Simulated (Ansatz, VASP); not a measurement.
Two plane-wave programs on Co

File INCAR:

```
SYSTEM = Co
PREC = Accurate ; ENCUT = 520
EDIFF = 1E-6 ; ISMEAR = -1
SIGMA = 0.1 ; LREAL = .FALSE.
LASPH = .TRUE. ; NELM = 150
ALGO = Normal ; ISIF = 2
LWAVE = .FALSE. ; LCHARG = .TRUE.
ISPIN = 2 ; MAGMOM = 3.2 3.2
LORBIT = 11 ; LMAXMIX = 4
GGA = PE ; LELF = .TRUE.
LVHAR = .TRUE. ; NBANDS = 20
```

File KPOINTS:

```
Automatic mesh
0
G
  13 13 7
  0 0 0
```

POSCAR

```
Co
1.0
    2.5074000000      0.0000000000      0.0000000000
   -1.2537000000      2.1714721000      0.0000000000
    0.0000000000      0.0000000000      4.0699000000
Co
2
Direct
    0.3333333333      0.6666666667      0.2500000000
    0.6666666667      0.3333333333      0.7500000000
```

Input for Ansatz:

```yaml
crystal:
  lattice:
    - [2.5074, 0.0, 0.0]
    - [-1.2537, 2.1714721, 0.0]
    - [0.0, 0.0, 4.0699]
  atoms:
    - { symbol: Co, position: [0.3333333333333333, 0.6666666666666666, 0.25], spin: 3.2 }
    - { symbol: Co, position: [0.6666666666666666, 0.3333333333333333, 0.75], spin: 3.2 }
basis:
  ecutwfc: 500.0
kpoints:
  mp_grid:
    grid: [13, 13, 7]
hamiltonian:
  pseudopotentials:
    kind: paw
magnetization:
  spin_polarized: true
scf:
  convergence:
    dr2_threshold: 1.0e-09
  occupations:
    method: fermi_dirac
    width: 0.1
output:
  stress: true
```

Alike in both runs: task single point; functional PBE; k mesh 13 × 13 × 7; occupations fermi-dirac, width 0.1 eV; collinear spin.

|  | VASP | Ansatz |
| --- | --- | --- |
| version | VASP 6.6.1 | Ansatz 0.2.0 |
| potentials or method | VASP PAW PBE potentials, release 64 (Co), cutoff 520 eV | plane waves, PAW |
| valence electrons in the cell | 18 | 34 |

Ansatz gave:

* pressure (GPa): -4.1
* traceless stress, the component that is largest in VASP (GPa): -0.25
* net moment per atom (μB): 1.62
* size of the moment on the site where the two differ most (μB): 1.70

Q: Which values does VASP return?

A: Pressure (GPa): -4.7; traceless stress, the component that is largest in VASP (GPa): -0.36; net moment per atom (μB): 1.61; size of the moment on the site where the two differ most (μB): 1.64.

Site moments also hang on the region over which each program counts them. With one functional, cell and mesh, what is left measures potentials, basis and numerics. VASP's potentials hold 18 valence electrons a cell and Ansatz's 34, so a difference there can come from the potentials and not from the codes. Ansatz's warnings: given moment on shells, stress scf threshold loose.
